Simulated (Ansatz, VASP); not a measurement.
# InSbTe3: VASP beside Ansatz

```xyz
5
Lattice="-2.9011 3.1136 4.8447 2.9011 -3.1136 4.8447 2.9011 3.1136 -4.8447" Properties=species:S:1:pos:R:3 pbc="T T T"
In    0.0000    0.0000    0.0000
Sb    0.0000    0.0000    4.8447
Te    0.0000    3.1136    1.4579
Te    2.9011    0.0000    3.3868
Te    2.9011    0.0000    0.0000
```

Alike in both runs: functional PBE; k mesh 4 × 4 × 4; occupations gaussian, width 0.1 eV; no spin polarisation.

Ansatz relaxed the structure, and its values are those at the end. VASP's run is a single point on that final structure, the one shown.

```csv
,VASP,Ansatz
version,VASP 6.6.1,Ansatz 0.2.0
potentials or method,"VASP PAW PBE potentials, release 64 (In_d, Sb, Te), cutoff 520 eV","scalar-relativistic, plane waves, PAW"
valence electrons in the cell,36,76
```

Ansatz gave:

- gap on the k mesh at the Fermi level (eV): none
- pressure (GPa): 0.0
- rms of the force components (eV/Å): 0.006

**Question.** Estimate VASP's values.

**Answer.** gap on the k mesh at the Fermi level (eV): none; pressure (GPa): 0.0; rms of the force components (eV/Å): 0.007.

A gap of «none» marks a metal or a gap that the smearing closes. VASP's potentials hold 36 valence electrons a cell and Ansatz's 76, so a difference there can come from the potentials and not from the codes.

The k mesh is coarse, so the values compare programs but aren't converged. Spin-orbit coupling is off throughout.
